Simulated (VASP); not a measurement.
Wanted: the native input for a VASP 6.6.1 run.

```yaml
Task: single point
Functional: PBE
Potentials_or_basis: VASP PAW PBE potentials, release 64 (Cu, O)
Cutoff: 520 eV
k_mesh: 7 × 7 × 4
Occupations: fermi-dirac, width 0.05 eV
Spin: collinear spin
Starting_moments: "[0.58, -0.58, 0.0, 0.0] μB"
Hubbard_terms: Cu d U = 4.0 eV
Dipole_correction: no
Further_INCAR_settings: ALGO = Normal; EDIFF = 1e-06; NBANDS = 29; ISYM = 0
```

The structure of CuO lies in POSCAR:

```
CuO
1.0
    2.3446500000     -1.7134000000      0.0000000000
    2.3446500000      1.7134000000      0.0000000000
   -0.8605500000      0.0000000000      5.0594400000
Cu O
2 2
Direct
    0.0032000000      0.4968000000      0.0000000000
    0.4968000000      0.0032000000      0.5000000000
    0.5714000000      0.4056000000      0.2537000000
    0.4056000000      0.5714000000      0.7537000000
```

These files were run (other wordings do the same):

INCAR

```
SYSTEM = CuO
PREC = Accurate
ENCUT = 520
EDIFF = 1E-6
ISMEAR = -1
SIGMA = 0.05
LREAL = .FALSE.
LASPH = .TRUE.
NELM = 150
ALGO = Normal
ISIF = 2
LWAVE = .FALSE.
LCHARG = .TRUE.
ISPIN = 2
MAGMOM = 0.58 -0.58 0 0
LORBIT = 11
LMAXMIX = 4
LDAU = .TRUE.
LDAUTYPE = 2
LDAUL = 2 -1
LDAUU = 4 0
LDAUJ = 0 0
LDAUPRINT = 1
GGA = PE
LELF = .TRUE.
LVHAR = .TRUE.
ISYM = 0
NBANDS = 29
```

KPOINTS

```
regular mesh
0
G
  7 7 4
  0 0 0
```

Potentials or basis: VASP PAW PBE potentials, release 64 (Cu, O).

Run with:

```sh
$ cat potpaw_PBE.64/Cu/POTCAR potpaw_PBE.64/O/POTCAR > POTCAR
$ mpirun -np 1 vasp_std > vasp.out
```

It gave:

The pressure is 4.1 GPa, the largest force is 0.769 eV/Å and the band gap on the k mesh is 0.60 eV (least direct gap 0.89 eV). The net moment is 0.00 μB per cell, the site moments are Cu +0.57, -0.57; O -0.00, +0.00 μB and the valence electrons inside the program's atomic spheres are Cu 9.93; O 4.99.

Caveat: the cell stands under pressure; semilocal functionals underestimate gaps, and a narrow one can read as zero.

Wall time 120 s on 1 thread of Intel(R) Xeon(R) 6975P-C (Granite Rapids), with other jobs on the host, peak memory 0.29 GiB.
